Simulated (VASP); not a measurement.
Here is a VASP 6.6.1 calculation.

INCAR

```
PREC     = Accurate       # precision mode
ENCUT    = 520            # plane-wave cutoff, eV
EDIFF    = 1E-6           # SCF threshold, eV
ISMEAR   = -1             # smearing method
SIGMA    = 0.1            # smearing width, eV
LREAL    = F              # projectors in reciprocal space
LASPH    = T              # aspherical terms in the spheres
NELM     = 80             # most SCF steps
ALGO     = Normal         # electronic algorithm
ISIF     = 2              # what is computed and relaxed
LWAVE    = F              # write WAVECAR
LCHARG   = F              # write CHGCAR
GGA      = RE             # functional
NBANDS   = 7              # bands
```

Contents of KPOINTS:

```
regular mesh
0
Gamma
  13 13 13
```

File POSCAR:

```
Mg
1.0
    0.0000000000      2.3692143842      2.3692143842
    2.3692143842      0.0000000000      2.3692143842
    2.3692143842      2.3692143842      0.0000000000
Mg
1
Direct
    0.0000000000      0.0000000000      0.0000000000
```

Potentials or basis: VASP PAW PBE potentials, release 64 (Mg).

Command:

```bash
$ cat potpaw_PBE.64/Mg/POTCAR > POTCAR
$ mpirun -np 1 vasp_std > vasp.out
```

Question: What does it give for the pressure?

Answer: -3.2 GPa.

Question: Estimate the band gap on the k mesh.

Answer: Zero (band 1 reaches 2.76 eV, above the bottom of band 2 at 0.98 eV).

Caveat: the PAW data sets were made with another functional, which shifts forces and pressure a little.
